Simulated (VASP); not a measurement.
# Ni (Fm-3m) in VASP: a series of runs

Ni is run at these levels: r2SCAN; tasks: single point.

Program: VASP 6.6.1. These are calculated values, not measurements. Logs are shortened: lines on timing, memory, paths and dates and some standing lists are left out, and cuts for length are marked.

### 1 The cell of the first run

The structure is cubic, space group Fm-3m (No. 225). The conventional cell has a = 3.476 Å, b = 3.476 Å, c = 3.476 Å, α = 90.00°, β = 90.00°, γ = 90.00°. Ni (site symmetry m-3m) has 12 Ni at 2.46 Å within 3.2 Å.

### 2 Single point, r2SCAN, collinear spin, ferromagnetic start

POSCAR

```
Ni
1.0
    0.0000000000      1.7380692641      1.7380692641
    1.7380692641      0.0000000000      1.7380692641
    1.7380692641      1.7380692641      0.0000000000
Ni
1
Direct
    0.0000000000      0.0000000000      0.0000000000
```

INCAR.step1

```
PREC     = Accurate       # precision mode
ENCUT    = 520            # plane-wave cutoff, eV
ISMEAR   = -1             # smearing method
SIGMA    = 0.05           # smearing width, eV
LREAL    = False          # projectors in reciprocal space
LASPH    = True           # aspherical terms in the spheres
NELM     = 150            # most SCF steps
ISPIN    = 2              # spin polarisation
MAGMOM   = 0.807          # initial moments
LMAXMIX  = 4              # l up to which the mixer works
NBANDS   = 15             # bands
GGA      = PE             # functional
ALGO     = Normal         # electronic algorithm
EDIFF    = 1E-4           # SCF threshold, eV
LWAVE    = True           # write WAVECAR
LCHARG   = False          # write CHGCAR
```

INCAR.step2

```
PREC     = Accurate       # precision mode
ENCUT    = 520            # plane-wave cutoff, eV
EDIFF    = 1E-6           # SCF threshold, eV
ISMEAR   = -1             # smearing method
SIGMA    = 0.05           # smearing width, eV
LREAL    = False          # projectors in reciprocal space
LASPH    = True           # aspherical terms in the spheres
NELM     = 150            # most SCF steps
ALGO     = Normal         # electronic algorithm
ISIF     = 2              # what is computed and relaxed
LWAVE    = False          # write WAVECAR
LCHARG   = False          # write CHGCAR
ISPIN    = 2              # spin polarisation
MAGMOM   = 0.807          # initial moments
LORBIT   = 11             # projections on sites
LMAXMIX  = 4              # l up to which the mixer works
METAGGA  = R2SCAN         # meta-GGA
LMIXTAU  = True         
NBANDS   = 15             # bands
ISTART   = 1
```

KPOINTS

```
Automatic mesh
0
Gamma
  2 2 2
```

Potentials or basis: VASP PAW PBE potentials, release 64 (Ni).

Run with:

```
$ cat potpaw_PBE.64/Ni/POTCAR > POTCAR
$ cp INCAR.step1 INCAR
$ mpirun -np 1 vasp_std > vasp.out
$ cp INCAR.step2 INCAR
$ mpirun -np 1 vasp_std > vasp.out
```

OUTCAR:

```text
PREC = Accurate
   ENCUT = 520
   EDIFF = 1E-6
   ISMEAR = -1
   LREAL = False
   LASPH = True
   NELM = 150
   ISIF = 2
   ISPIN = 2
   LORBIT = 11
   METAGGA = R2SCAN
   ISTART = 1

 ion  position               nearest neighbor table
   1  0.000  0.000  0.000-

  LATTYP: Found a face centered cubic cell.
 ALAT       =     3.4761385282

  Lattice vectors:

 A1 = (   0.0000000000,   1.7380692641,   1.7380692641)
 A2 = (   1.7380692641,   0.0000000000,   1.7380692641)
 A3 = (   1.7380692641,   1.7380692641,   0.0000000000)

Analysis of symmetry for initial positions (statically):
=====================================================================
 Subroutine PRICEL returns:
 Original cell was already a primitive cell.

 Routine SETGRP: Setting up the symmetry group for a
 face centered cubic supercell.

 Subroutine GETGRP returns: Found 48 space group operations
 (whereof 48 operations were pure point group operations)
 out of a pool of 48 trial point group operations.

The static configuration has the point symmetry O_h .

Analysis of symmetry for dynamics (positions and initial velocities):
=====================================================================
 Subroutine PRICEL returns:
 Original cell was already a primitive cell.

 Routine SETGRP: Setting up the symmetry group for a
 face centered cubic supercell.

 Subroutine GETGRP returns: Found 48 space group operations
 (whereof 48 operations were pure point group operations)
 out of a pool of 48 trial point group operations.

The dynamic configuration has the point symmetry O_h .

Analysis of structural, dynamic, and magnetic symmetry:
=====================================================================
 Subroutine PRICEL returns:
 Original cell was already a primitive cell.

 Routine SETGRP: Setting up the symmetry group for a
 face centered cubic supercell.

 Subroutine GETGRP returns: Found 48 space group operations
 (whereof 48 operations were pure point group operations)
 out of a pool of 48 trial point group operations.

The overall configuration has the point symmetry O_h .

 Subroutine INISYM returns: Found 48 space group operations
 (whereof 48 operations are pure point group operations),
 and found     1 'primitive' translations

----------------------------------------------------------------------------------------

                                     Primitive cell

  volume of cell :      10.5010

  direct lattice vectors                    reciprocal lattice vectors
     0.000000000  1.738069264  1.738069264    -0.287675532  0.287675532  0.287675532
     1.738069264  0.000000000  1.738069264     0.287675532 -0.287675532  0.287675532
     1.738069264  1.738069264  0.000000000     0.287675532  0.287675532 -0.287675532

  length of vectors
     2.458001126  2.458001126  2.458001126     0.498268637  0.498268637  0.498268637

  position of ions in fractional coordinates (direct lattice)
     0.000000000  0.000000000  0.000000000

  ion indices of the primitive-cell ions
   primitive index   ion index
                 1           1

----------------------------------------------------------------------------------------

 KPOINTS: Automatic mesh

Automatic generation of k-mesh.
 Grid dimensions read from file:
 generate k-points for:    2    2    2

 Generating k-lattice:

  Cartesian coordinates                     Fractional coordinates (reciprocal lattice)
    -0.143837766  0.143837766  0.143837766     0.500000000  0.000000000  0.000000000
     0.143837766 -0.143837766  0.143837766     0.000000000  0.500000000  0.000000000
     0.143837766  0.143837766 -0.143837766     0.000000000  0.000000000  0.500000000

  Length of vectors
     0.249134319  0.249134319  0.249134319

  Shift w.r.t. Gamma in fractional coordinates (k-lattice)
     0.000000000  0.000000000  0.000000000

 Subroutine IBZKPT returns following result:
 ===========================================

 Found      3 irreducible k-points:

 Following reciprocal coordinates:
            Coordinates               Weight
  0.000000  0.000000  0.000000      1.000000
  0.500000  0.000000  0.000000      4.000000
  0.500000  0.500000  0.000000      3.000000
   k-points           NKPTS =      3   k-points in BZ     NKDIM =      3   number of bands    NBANDS=     15
   number of dos      NEDOS =    301   number of ions     NIONS =      1
   total plane-waves  NPLWV =   5832
   dimension x,y,z NGX =    18 NGY =   18 NGZ =   18
   dimension x,y,z NGXF=    36 NGYF=   36 NGZF=   36
   ions per type =               1
   NGX,Y,Z   is equivalent  to a cutoff of  12.17, 12.17, 12.17 a.u.
   NGXF,Y,Z  is equivalent  to a cutoff of  24.35, 24.35, 24.35 a.u.
 SYSTEM =  unknown system
   PREC   = accura    normal or accurate (medium, high low for compatibility)
   ISTART =      1    job   : 0-new  1-cont  2-samecut
   ICHARG =      0    charge: 1-file 2-atom 10-const
   ISPIN  =      2    spin polarized calculation?
   LNONCOLLINEAR =      F non collinear calculations
   LSORBIT =      F    spin-orbit coupling
   LASPH  =      T    aspherical Exc in radial PAW
   ENCUT  =  520.0 eV  38.22 Ry    6.18 a.u.   4.57  4.57  4.57*2*pi/ulx,y,z
   NELM   =    150;   NELMIN=  2; NELMDL=  0     # of ELM steps
   EDIFF  = 0.1E-05   stopping-criterion for ELM
   LREAL  =      F    real-space projection
   EDIFFG = 0.1E-04   stopping-criterion for IOM
   NSW    =      0    number of steps for IOM
   IBRION =     -1    ionic relax: 0-MD 1-quasi-New 2-CG
   NFREE  =      0    steps in history (QN), initial steepest desc. (CG)
   ISIF   =      2    stress and relaxation
   ISYM   =      2    0-nonsym 1-usesym 2-fastsym
   POTIM  = 0.5000    time-step for ionic-motion
   TEBEG  =    0.0;   TEEND  =   0.0 temperature during run
   PSTRESS=    0.0 pullay stress
   NELECT =      10.0000    total number of electrons
   NUPDOWN=      -1.0000    fix difference up-down
   EMIN   =  10.00;   EMAX   =-10.00  energy-range for DOS
   EFERMI =   0.00;   METHOD = LEGACY
   ISMEAR =    -1;   SIGMA  =   0.05  broadening in eV -4-tet -1-fermi 0-gaus
   EFERMI_NEDOS =   21; number of points for ismear=-14 and -15
   IALGO  =     38    algorithm
   IMIX   =      4    mixing-type and parameters
     AMIX     =   0.40;   BMIX     =  1.00
     AMIX_MAG =   1.60;   BMIX_MAG =  1.00
  volume/ion in A,a.u.               =      10.50        70.86
  Fermi-wavevector in a.u.,A,eV,Ry     =   1.610637  3.043663 35.295588  2.594153
  Thomas-Fermi vector in A             =   2.706156
   LORBIT       =     11    0 simple, 1 ext, 2 COOP (PROOUT), +10 PAW based schemes
   METAGGA = R2SCAN    functional components
   LHFCALC =     F    Hartree Fock is set to
   AEXX    =    0.0000 exact exchange contribution
   IVDW    =     0    specifies the selected vdW correction
   LEPSILON=     F    determine dielectric tensor
   LRPA    =     F    only Hartree local field effects (RPA)
 spin polarized calculation
  energy-cutoff  :      520.00
  volume of cell :       10.50
 maximum number of plane-waves:       286
   NGX =  9   NGY =  9   NGZ =  9

 number of electron      10.0000000 magnetization       1.2499998

 Free energy of the ion-electron system (eV)
  ---------------------------------------------------
  ext. energy  EPLUGINS =         0.00000000
  ---------------------------------------------------
  free energy    TOTEN  =        -9.77826035 eV

  energy without entropy =       -9.74358574  energy(sigma->0) =       -9.76092304

 E-fermi :  10.1490     XC(G=0): -14.7135

 val. band max:       10.1489975347   @ k =   0.5000   0.0000   0.0000
 cond. band min:      10.1491135946   @ k =   0.5000   0.0000   0.0000
 fundamental gap:      0.0001160599
 Fermi energy:        10.1490496870

 spin component 1

 k-point     1 :       0.0000    0.0000    0.0000
  band No.  band energies     occupation
      1       0.0841      1.00000
      2       6.0793      1.00000
      3       6.0794      1.00000
      4       6.0794      1.00000
      5       7.6419      1.00000
      6       7.6419      1.00000
      7      34.5605      0.00000
      8      39.0539      0.00000
      9      39.0539      0.00000
     10      39.0546      0.00000
     11      41.6533      0.00000
     12      41.6533      0.00000
     13      41.6534      0.00000
     14      45.1834      0.00000
     15      49.9875      0.00000

 k-point     2 :       0.5000    0.0000    0.0000
  band No.  band energies     occupation
      1       3.8804      1.00000
      2       6.2810      1.00000
      3       6.2812      1.00000
      4       8.1054      1.00000
      5       8.1058      1.00000
      6       9.2458      1.00000
      7      15.3425      0.00000
      8      33.0272      0.00000
      9      36.0308      0.00000
     10      36.0314      0.00000
     11      38.5860      0.00000
     12      38.5869      0.00000
     13      45.0035      0.00000
     14      50.9273      0.00000
     15      58.8227      0.00000

 k-point     3 :       0.5000    0.5000    0.0000
  band No.  band energies     occupation
      1       4.1772      1.00000
      2       4.3274      1.00000
      3       8.0424      1.00000
      4       8.0424      1.00000
      5       8.3678      1.00000
      6      12.2834      0.00000
      7      19.2106      0.00000
      8      25.5150      0.00000
      9      25.5152      0.00000
     10      30.0347      0.00000
     11      34.4203      0.00000
     12      50.5266      0.00000
     13      56.4390      0.00000
     14      61.6571      0.00000
     15      63.9993      0.00000
 Fermi energy:        10.1490496870

 spin component 2

 k-point     1 :       0.0000    0.0000    0.0000
  band No.  band energies     occupation
      1      -0.0571      1.00000
      2       8.3588      1.00000
      3       8.3588      1.00000
      4       8.3588      1.00000
      5       8.7111      1.00000
      6       8.7112      1.00000
      7      34.6740      0.00000
      8      39.1905      0.00000
      9      39.1907      0.00000
     10      39.1907      0.00000
     11      42.2094      0.00000
     12      42.2094      0.00000
     13      42.2094      0.00000
     14      45.6058      0.00000
     15      52.9496      0.00000

 k-point     2 :       0.5000    0.0000    0.0000
  band No.  band energies     occupation
      1       5.2110      1.00000
      2       7.7137      1.00000
      3       7.7138      1.00000
      4       9.1330      1.00000
      5      10.1490      0.50026
      6      10.1491      0.49968
      7      16.5843      0.00000
      8      33.1491      0.00000
      9      36.4648      0.00000
     10      36.4648      0.00000
     11      38.8804      0.00000
     12      38.8805      0.00000
     13      45.9505      0.00000
     14      55.6599      0.00000
     15      59.4103      0.00000

 k-point     3 :       0.5000    0.5000    0.0000
  band No.  band energies     occupation
      1       4.7978      1.00000
      2       6.2035      1.00000
      3       9.4902      1.00000
      4      10.6552      0.00004
      5      10.6552      0.00004
      6      12.1869      0.00000
      7      19.7761      0.00000
      8      25.6365      0.00000
      9      25.6365      0.00000
     10      30.7242      0.00000
     11      35.0852      0.00000
     12      55.6367      0.00000
     13      57.0516      0.00000
     14      62.0014      0.00000
     15      64.6878      0.00000

------------------------ aborting loop because EDIFF is reached ----------------------------------------

  FORCE on cell =-STRESS in cart. coord.  units (eV):
  Direction    XX          YY          ZZ          XY          YZ          ZX
  --------------------------------------------------------------------------------------
  -------------------------------------------------------------------------------------
  Total        2.2067331      2.2067331      2.2067331      0.0000000      0.0000000     -0.0000000
  in kB      336.6891788    336.6891788    336.6891788      0.0000000      0.0000000     -0.0000000
  external PRESSURE =     336.6891788 kB  Pullay stress =       0.0000000 kB

 VOLUME and BASIS-vectors are now :
 -----------------------------------------------------------------------------
  energy-cutoff  :      520.00
  volume of cell :       10.50
      direct lattice vectors                 reciprocal lattice vectors
     0.000000000  1.738069264  1.738069264    -0.287675532  0.287675532  0.287675532
     1.738069264  0.000000000  1.738069264     0.287675532 -0.287675532  0.287675532
     1.738069264  1.738069264  0.000000000     0.287675532  0.287675532 -0.287675532

 POSITION                                       TOTAL-FORCE (eV/Angst)
 -----------------------------------------------------------------------------------
      0.00000      0.00000      0.00000        -0.000000      0.000000      0.000000
 -----------------------------------------------------------------------------------
    total drift:                                0.000000      0.000000     -0.000000

  FREE ENERGIE OF THE ION-ELECTRON SYSTEM (eV)
  ---------------------------------------------------
  free  energy   TOTEN  =        -9.7782603466 eV

  energy  without entropy=       -9.7435857416  energy(sigma->0) =       -9.76092304

 total charge

# of ion       s       p       d       tot
------------------------------------------
    1        0.425   0.730   8.221   9.376

 magnetization (x)

# of ion       s       p       d       tot
------------------------------------------
    1       -0.032   0.005   1.285   1.258
```

Run time: 8.2 s. Hardware: 1 thread of Intel Xeon Platinum 8488C (Sapphire Rapids), shared host; peak memory 0.12 GiB.

What came out:

* Free energy: -9.7783 eV
* Pressure: 33.7 GPa
* Net moment: 1.25 μB per cell
* Site moments: Ni +1.26 μB
* Valence electrons inside the program's atomic spheres: Ni 9.38

Caveat: the k points lie up to 1.57 Å⁻¹ apart; the PAW data sets were made with another functional, which shifts forces and pressure a little.

### 3 Single point, r2SCAN, collinear spin, ferromagnetic start

POSCAR is that of step 2.

INCAR.step1

```
SYSTEM = Ni
PREC = Accurate
ENCUT = 520
ISMEAR = -1
SIGMA = 0.05
LREAL = .False.
LASPH = .True.
NELM = 150
ISPIN = 2
MAGMOM = 0.807
LMAXMIX = 4
NBANDS = 15
GGA = PE
ALGO = Normal
EDIFF = 1E-4
LWAVE = .True.
LCHARG = .False.
```

INCAR.step2

```
SYSTEM = Ni
PREC = Accurate
ENCUT = 520
EDIFF = 1E-6
ISMEAR = -1
SIGMA = 0.05
LREAL = .False.
LASPH = .True.
NELM = 150
ALGO = Normal
ISIF = 2
LWAVE = .False.
LCHARG = .False.
ISPIN = 2
MAGMOM = 0.807
LORBIT = 11
LMAXMIX = 4
METAGGA = R2SCAN
LMIXTAU = .True.
NBANDS = 15
ISTART = 1
```

KPOINTS

```
Automatic mesh
0
Gamma
  4 4 4
  0 0 0
```

Potentials or basis: VASP PAW PBE potentials, release 64 (Ni).

Run with:

```
$ cat potpaw_PBE.64/Ni/POTCAR > POTCAR
$ cp INCAR.step1 INCAR
$ mpirun -np 1 vasp_std > vasp.out
$ cp INCAR.step2 INCAR
$ mpirun -np 1 vasp_std > vasp.out
```

OUTCAR:

```text
SYSTEM = Ni
   PREC = Accurate
   ENCUT = 520
   EDIFF = 1E-6
   ISMEAR = -1
   LREAL = .False.
   LASPH = .True.
   NELM = 150
   ISIF = 2
   ISPIN = 2
   LORBIT = 11
   METAGGA = R2SCAN
   ISTART = 1

 ion  position               nearest neighbor table
   1  0.000  0.000  0.000-

  LATTYP: Found a face centered cubic cell.
 ALAT       =     3.4761385282

  Lattice vectors:

 A1 = (   0.0000000000,   1.7380692641,   1.7380692641)
 A2 = (   1.7380692641,   0.0000000000,   1.7380692641)
 A3 = (   1.7380692641,   1.7380692641,   0.0000000000)
[... 474 lines left out ...]
  -------------------------------------------------------------------------------------
  Total       -0.2490235     -0.2490235     -0.2490235      0.0000000      0.0000000     -0.0000000
  in kB      -37.9944049    -37.9944049    -37.9944049      0.0000000      0.0000000     -0.0000000
  external PRESSURE =     -37.9944049 kB  Pullay stress =       0.0000000 kB

 VOLUME and BASIS-vectors are now :
 -----------------------------------------------------------------------------
  energy-cutoff  :      520.00
  volume of cell :       10.50
      direct lattice vectors                 reciprocal lattice vectors
     0.000000000  1.738069264  1.738069264    -0.287675532  0.287675532  0.287675532
     1.738069264  0.000000000  1.738069264     0.287675532 -0.287675532  0.287675532
     1.738069264  1.738069264  0.000000000     0.287675532  0.287675532 -0.287675532

 POSITION                                       TOTAL-FORCE (eV/Angst)
 -----------------------------------------------------------------------------------
      0.00000      0.00000      0.00000         0.000000     -0.000000      0.000000
 -----------------------------------------------------------------------------------
    total drift:                                0.000000     -0.000000     -0.000000

  FREE ENERGIE OF THE ION-ELECTRON SYSTEM (eV)
  ---------------------------------------------------
  free  energy   TOTEN  =       -12.0203414595 eV

  energy  without entropy=      -12.0094214149  energy(sigma->0) =      -12.01488144

 total charge

# of ion       s       p       d       tot
------------------------------------------
    1        0.515   0.555   8.338   9.408

 magnetization (x)

# of ion       s       p       d       tot
------------------------------------------
    1       -0.019  -0.040   0.672   0.613
```

It took 12 s on 1 thread of Intel Xeon Platinum 8488C (Sapphire Rapids), shared host; peak memory 0.12 GiB.

Results:

| Quantity | Value |
| --- | --- |
| Free energy | -12.0203 eV |
| Pressure | -3.8 GPa |
| Net moment | 0.59 μB per cell |
| Site moments | Ni +0.61 μB |
| Valence electrons inside the program's atomic spheres | Ni 9.41 |

Caveat: the k points lie up to 0.78 Å⁻¹ apart; the PAW data sets were made with another functional, which shifts forces and pressure a little.
